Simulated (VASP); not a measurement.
The system is Ni.

```
CELL_PARAMETERS angstrom
0.00000 1.75931 1.75931
1.75931 0.00000 1.75931
1.75931 1.75931 0.00000
ATOMIC_POSITIONS crystal
Ni 0.00000 0.00000 0.00000
```

Base run:

```yaml
Program: VASP 6.6.1
Functional: PBE
Potentials_or_basis: VASP PAW PBE potentials, release 64 (Ni)
Cutoff: 520 eV
k_mesh: 22 × 22 × 22
Occupations: gaussian, width 0.05 eV
Spin: no spin polarisation
```

Its results: pressure -1.3 GPa.

Problem. The run is repeated on the same cell with these changes: spin from no spin polarisation to collinear spin, ferromagnetic start; further incar settings from ALGO = Normal; EDIFF = 1e-07; NBANDS = 11 to ALGO = Normal; EDIFF = 1e-06; NBANDS = 15. What comes out?

Solution. Pressure 0.0 GPa; net moment 0.64 μB per cell; site moments Ni +0.66 μB.
